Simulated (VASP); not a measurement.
# C (Fd-3m) in VASP: notebook, part 2 of 2

VASP 6.6.1. Earlier steps stand in the parts before.

**4. Relaxation of cell and atoms, RPBE**

This run uses another cell than the first one, of 5.67 Å³/atom, 0.982 times its volume.

INCAR

```
PREC = Accurate
ENCUT = 600
EDIFF = 1E-7
ISMEAR = -1
SIGMA = 0.05
LREAL = False
LASPH = True
NELM = 100
ALGO = Normal
ISIF = 3
LWAVE = False
LCHARG = False
GGA = RP
IBRION = 2
NSW = 80
EDIFFG = -0.02
```

KPOINTS

```
regular mesh
0
Gamma
  13 13 13
```

POSCAR

```
C
1.0
    0.0000000000      1.7833700000      1.7833700000
    1.7833700000      0.0000000000      1.7833700000
    1.7833700000      1.7833700000      0.0000000000
C
2
Direct
    0.7500000000      0.7500000000      0.7500000000
    0.5000000000      0.5000000000      0.5000000000
```

Potentials or basis: VASP PAW PBE potentials, release 64 (C).

On the command line:

```bash
$ cat potpaw_PBE.64/C/POTCAR > POTCAR
$ mpirun -np 1 vasp_std > vasp.out
```

OUTCAR:

```text
PREC = Accurate
   ENCUT = 600
   EDIFF = 1E-7
   ISMEAR = -1
   LREAL = False
   LASPH = True
   NELM = 100
   ISIF = 3
   GGA = RP
   IBRION = 2
   NSW = 80
   EDIFFG = -0.02

 ion  position               nearest neighbor table
   1  0.750  0.750  0.750-   2 1.54   2 1.54   2 1.54   2 1.54
   2  0.500  0.500  0.500-   1 1.54   1 1.54   1 1.54   1 1.54

  LATTYP: Found a face centered cubic cell.
 ALAT       =     3.5667400000

  Lattice vectors:

 A1 = (   0.0000000000,   1.7833700000,   1.7833700000)
 A2 = (   1.7833700000,   0.0000000000,   1.7833700000)
 A3 = (   1.7833700000,   1.7833700000,   0.0000000000)

Analysis of symmetry for initial positions (statically):
=====================================================================
 Subroutine PRICEL returns:
 Original cell was already a primitive cell.

 Routine SETGRP: Setting up the symmetry group for a
 face centered cubic supercell.

 Subroutine GETGRP returns: Found 48 space group operations
 (whereof 24 operations were pure point group operations)
 out of a pool of 48 trial point group operations.

[... 170 lines left out ...]
  --------------------------------------------------------------------------------------
  -------------------------------------------------------------------------------------
  Total        0.5482057      0.5482057      0.5482057      0.0000000      0.0000000     -0.0000000
  in kB       77.4283068     77.4283068     77.4283068      0.0000000      0.0000000     -0.0000000
  external PRESSURE =      77.4283068 kB  Pullay stress =       0.0000000 kB
[... 59 lines left out ...]
--------------------------------------- Ionic step        3  -------------------------------------------

 number of electron       8.0000000 magnetization

 Free energy of the ion-electron system (eV)
  ---------------------------------------------------
  ext. energy  EPLUGINS =         0.00000000
  ---------------------------------------------------
  free energy    TOTEN  =       -17.23941923 eV

  energy without entropy =      -17.23941923  energy(sigma->0) =      -17.23941923

 E-fermi :  10.4986     XC(G=0): -13.0743

 val. band max:        9.5910249964   @ k =   0.0000   0.0000   0.0000
 cond. band min:      13.6916261267   @ k =   0.3846   0.3846   0.0000
 fundamental gap:      4.1006011303
 Fermi energy:        10.4985703413

 k-point     1 :       0.0000    0.0000    0.0000
  band No.  band energies     occupation
      1     -11.7223      2.00000
      2       9.5910      2.00000
      3       9.5910      2.00000
      4       9.5910      2.00000
      5      15.1357      0.00000
      6      15.1357      0.00000
      7      15.1357      0.00000
      8      22.4552      0.00000
[... 243 lines left out ...]
 k-point    24 :       0.4615    0.1538    0.0000
  band No.  band energies     occupation
      1      -6.7830      2.00000
      2      -1.5429      2.00000
      3       5.1934      2.00000
      4       5.7445      2.00000
      5      16.6083      0.00000
      6      20.0776      0.00000
      7      20.2461      0.00000
      8      23.4000      0.00000

 [... further k-points ...]
[... 5 lines left out ...]
  --------------------------------------------------------------------------------------
  -------------------------------------------------------------------------------------
  Total       -0.0017362     -0.0017362     -0.0017362     -0.0000000     -0.0000000      0.0000000
  in kB       -0.2408465     -0.2408465     -0.2408465     -0.0000000     -0.0000000      0.0000000
  external PRESSURE =      -0.2408465 kB  Pullay stress =       0.0000000 kB
[... 17 lines left out ...]
  FREE ENERGIE OF THE ION-ELECTRON SYSTEM (eV)
  ---------------------------------------------------
  free  energy   TOTEN  =       -17.2394192334 eV

  energy  without entropy=      -17.2394192334  energy(sigma->0) =      -17.23941923

 reached required accuracy - stopping structural energy minimisation
```

CONTCAR:

```text
C
   1.00000000000000
    -0.0000000000000000    1.7940829848495610    1.7940829848495610
     1.7940829848495610    0.0000000000000000    1.7940829848495610
     1.7940829848495610    1.7940829848495610   -0.0000000000000000
  C
     2
Direct
     0.7500000000000000    0.7500000000000000    0.7500000000000000
     0.5000000000000000    0.5000000000000000    0.5000000000000000

  0.00000000E+00  0.00000000E+00  0.00000000E+00
  0.00000000E+00  0.00000000E+00  0.00000000E+00
```

It took 15 s on 1 thread of AMD EPYC 7R13 (Zen 3), shared host; peak memory 0.09 GiB.

What came out:

| Property | Result |
| --- | --- |
| Free energy | -17.2394 eV |
| Relaxed volume | 5.77 Å³/atom |
| Relaxed cell | a = 2.537 Å, b = 2.537 Å, c = 2.537 Å, α = 60.00°, β = 60.00°, γ = 60.00° |
| Space group after relaxing (to 0.05 Å) | Fd-3m (No. 227) |
| Energy gained by relaxing | 2.4 meV/atom |
| Ionic steps | 3 |
| Pressure after relaxing | 0.0 GPa |
| Band gap on the k mesh | 4.10 eV, indirect (least direct gap 5.54 eV) |

The path:
| step | energy change (eV) | largest force (eV/Å) | pressure (GPa) | volume (Å³) |
| --- | --- | --- | --- | --- |
| 1 | 0.0000 | 0.0000 | 7.74 | 11.34 |
| 2 | 0.0020 | 0.0000 | -8.63 | 11.80 |
| 3 | -0.0049 | 0.0000 | -0.02 | 11.55 |

Final structure:
```
CELL_PARAMETERS angstrom
0.00000 1.79408 1.79408
1.79408 0.00000 1.79408
1.79408 1.79408 0.00000
ATOMIC_POSITIONS crystal
C 0.75000 0.75000 0.75000
C 0.50000 0.50000 0.50000
```

Caveat: the PAW data sets were made with another functional, which shifts forces and pressure a little.

**5. Single point, BLYP+D3(BJ)**

This run uses another cell than the first one, of 5.68 Å³/atom, 0.984 times its volume.

INCAR

```
SYSTEM = C
  AGGAC = 1.0
  AGGAX = 1.0
  ALDAC = 0.0
  ALDAX = 1.0
  ALGO = Normal
  EDIFF = 1E-6
  ENCUT = 520
  GGA = B5
  ISIF = 2
  ISMEAR = -1
  IVDW = 12
  LASPH = .TRUE.
  LCHARG = .FALSE.
  LREAL = .FALSE.
  LWAVE = .FALSE.
  NBANDS = 11
  NELM = 100
  PREC = Accurate
  SIGMA = 0.05
  VDW_A1 = 0.4298
  VDW_A2 = 4.2359
  VDW_S6 = 1.0
  VDW_S8 = 2.6996
```

KPOINTS

```
k-points
0
G
  13 13 13
  0 0 0
```

POSCAR

```
C
1.0
    0.0000000000      1.7843615331      1.7843615331
    1.7843615331      0.0000000000      1.7843615331
    1.7843615331      1.7843615331      0.0000000000
C
2
Direct
    0.7500000000      0.7500000000      0.7500000000
    0.5000000000      0.5000000000      0.5000000000
```

On the command line:

```bash
$ cat potpaw_PBE.64/C/POTCAR > POTCAR
$ mpirun -np 1 vasp_std > vasp.out
```

It took 8.5 s on 1 thread of Intel Xeon 6975P-C, shared host; peak memory 0.13 GiB.

It converged, with:

| Item | Value |
| --- | --- |
| Free energy | -17.4562 eV |
| Pressure | 0.8 GPa |
| Band gap on the k mesh | 4.47 eV, indirect (least direct gap 5.74 eV) |
| Dispersion energy per atom | -0.368 eV |

Levels at points of the mesh, in eV from the valence-band top:
| k point | band 2 | band 3 | band 4 | band 5 | band 6 | band 7 |
| --- | --- | --- | --- | --- | --- | --- |
| (0.00, 0.00, 0.00) | 0.00 | 0.00 | 0.00 | 5.74 | 5.74 | 5.74 |

Caveat: the PAW data sets were made with another functional, which shifts forces and pressure a little. As with any semilocal functional, this BLYP gap is likely too small.

**6. Single point, BLYP+D4**

This run uses another cell than the first one, of 5.68 Å³/atom, 0.983 times its volume.

INCAR

```
SYSTEM = C
PREC = Accurate ; ENCUT = 520
EDIFF = 1E-6 ; ISMEAR = -1
SIGMA = 0.05 ; LREAL = .FALSE.
LASPH = .TRUE. ; NELM = 80
ALGO = Normal ; ISIF = 2
LWAVE = .FALSE. ; LCHARG = .FALSE.
GGA = B5 ; ALDAX = 1.0
AGGAX = 1.0 ; AGGAC = 1.0
ALDAC = 0.0 ; IVDW = 13
VDW_S6 = 1.0 ; VDW_S8 = 2.34076671
VDW_A1 = 0.44488865 ; VDW_A2 = 4.0933009
NBANDS = 11
```

KPOINTS

```
Automatic mesh
0
G
  13 13 13
  0 0 0
```

POSCAR

```
C
1.0
    0.0000000000      1.7838477919      1.7838477919
    1.7838477919      0.0000000000      1.7838477919
    1.7838477919      1.7838477919      0.0000000000
C
2
Direct
    0.7500000000      0.7500000000      0.7500000000
    0.5000000000      0.5000000000      0.5000000000
```

Potentials or basis: VASP PAW PBE potentials, release 64 (C).

On the command line:

```bash
$ cat potpaw_PBE.64/C/POTCAR > POTCAR
$ mpirun -np 1 vasp_std > vasp.out
```

Run time: 10 s. Hardware: 1 thread of Intel Xeon 6975P-C, shared host; peak memory 0.12 GiB.

Results (log left out):

```
Free energy                : -17.5486 eV
Pressure                   : 0.8 GPa
Band gap on the k mesh     : 4.47 eV, indirect (least direct gap 5.74 eV)
Dispersion energy per atom : -0.415 eV
```

Levels at points of the mesh, in eV from the valence-band top:
```
           k point  band 1  band 2  band 3  band 4  band 5  band 6  band 7  band 8
(0.00, 0.00, 0.00)  -21.18    0.00    0.00    0.00    5.74    5.74    5.74   13.42
```

Caveat: the PAW data sets were made with another functional, which shifts forces and pressure a little.

**7. Overview**

| task | level | cell | cutoff (eV) | gap on the mesh (eV) | pressure (GPa) | relaxed volume (Å³/atom) |
| --- | --- | --- | --- | --- | --- | --- |
| single point | RPBE | a = 2.537 Å, angles 60.0°, 2 atoms | 520 | 4.10 | 0.5 | - |
| relaxation of cell and atoms | PBE+D4 | relaxed from a = 2.522 Å, angles 60.0°, 2 atoms | 600 | 4.16 | 0.0 | 5.63 |
| relaxation of cell and atoms | RPBE | relaxed from a = 2.522 Å, angles 60.0°, 2 atoms | 600 | 4.10 | 0.0 | 5.77 |
| single point | BLYP+D3(BJ) | a = 2.523 Å, angles 60.0°, 2 atoms | 520 | 4.47 | 0.8 | - |
| single point | BLYP+D4 | a = 2.523 Å, angles 60.0°, 2 atoms | 520 | 4.47 | 0.8 | - |

Alike in all rows: potentials or basis VASP PAW PBE potentials, release 64 (C); no spin polarisation; k mesh 13 × 13 × 13; smearing fermi-dirac 0.05 eV.

Caveats: the PAW data sets were made with another functional, which shifts forces and pressure a little (some runs).

Total energies depend on the potentials used, so only differences within one code and one set of settings carry meaning.

**8. Against experiment**

Step 3. The cell as given is a measured one (5.67 Å³/atom); PBE+D4 puts the equilibrium volume -0.8 % from it, thermal expansion not counted.

Step 4. The cell as given is a measured one (5.67 Å³/atom); RPBE puts the equilibrium volume +1.8 % from it, thermal expansion not counted.
